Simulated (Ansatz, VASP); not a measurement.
# One calculation of AlN, two programs

INCAR

```
ALGO = Normal
EDIFF = 1E-6
ENCUT = 520
GGA = PE
ISIF = 2
ISMEAR = 0
LASPH = T
LCHARG = F
LREAL = F
LWAVE = F
NBANDS = 36
NELM = 100
PREC = Accurate
SIGMA = 0.05
```

File KPOINTS:

```
k-points
0
Gamma
  5 7 3
```

Contents of POSCAR:

```
AlN
1.0
    4.4031742006      0.0000000000      0.0000000000
    0.0000000000      2.2015871003     -2.2015871003
    0.0000000000      6.6047613009      6.6047613009
Al N
6 6
Direct
    0.0000000000      0.0000000000      0.3333333333
    0.5000000000      0.5000000000      0.5000000000
    0.0000000000      0.0000000000      0.6666666667
    0.5000000000      0.5000000000      0.8333333333
    0.0000000000      0.0000000000      1.0000000000
    0.5000000000      0.5000000000      0.1666666667
    0.7500000000      0.0000000000      0.5000000000
    0.2500000000      0.5000000000      0.6666666667
    0.7500000000      0.0000000000      0.8333333333
    0.2500000000      0.5000000000      1.0000000000
    0.7500000000      0.0000000000      0.1666666667
    0.2500000000      0.5000000000      0.3333333333
```

Input for Ansatz:

```yaml
crystal:
  lattice:
    - [4.4031742006, 0.0, 0.0]
    - [0.0, 2.2015871003, -2.2015871003]
    - [0.0, 6.6047613009, 6.6047613009]
  atoms:
    - { symbol: Al, position: [0.0, 0.0, 0.3333333333] }
    - { symbol: Al, position: [0.5, 0.5, 0.5] }
    - { symbol: Al, position: [0.0, 0.0, 0.6666666667] }
    - { symbol: Al, position: [0.5, 0.5, 0.8333333333] }
    - { symbol: Al, position: [0.0, 0.0, 1.0] }
    - { symbol: Al, position: [0.5, 0.5, 0.1666666667] }
    - { symbol: "N", position: [0.75, 0.0, 0.5] }
    - { symbol: "N", position: [0.25, 0.5, 0.6666666667] }
    - { symbol: "N", position: [0.75, 0.0, 0.8333333333] }
    - { symbol: "N", position: [0.25, 0.5, 1.0] }
    - { symbol: "N", position: [0.75, 0.0, 0.1666666667] }
    - { symbol: "N", position: [0.25, 0.5, 0.3333333333] }
basis:
  ecutwfc: 420
kpoints:
  mp_grid: { grid: [5, 7, 3] }
hamiltonian:
  xc: pbe
scf:
  occupations: { method: gaussian, width: 0.05 }
output:
  forces: true
  stress: true
  eigenvalues: true
  write_density: true
  write_potential: true
  elf: true
  volumetric_format: npy
```

Alike in both runs: task single point; functional PBE; k mesh 5 × 7 × 3; occupations gaussian, width 0.05 eV; no spin polarisation.

|  | VASP | Ansatz |
| --- | --- | --- |
| version | VASP 6.6.1 | Ansatz 0.2.0 |
| potentials or method | VASP PAW PBE potentials, release 64 (Al, N), cutoff 520 eV | scalar-relativistic, plane waves, PAW |
| valence electrons in the cell | 48 | 48 |

Ansatz gave:

| Property | Result |
| --- | --- |
| gap on the k mesh at the Fermi level (eV) | 3.31 |
| least direct gap on the mesh (eV) | 3.31 |
| pressure (GPa) | 0.0 |

**Question.** Which values does VASP return?

**Answer.** gap on the k mesh at the Fermi level (eV): 3.31; least direct gap on the mesh (eV): 3.31; pressure (GPa): -0.3.

With one functional, cell and mesh, what is left measures potentials, basis and numerics.
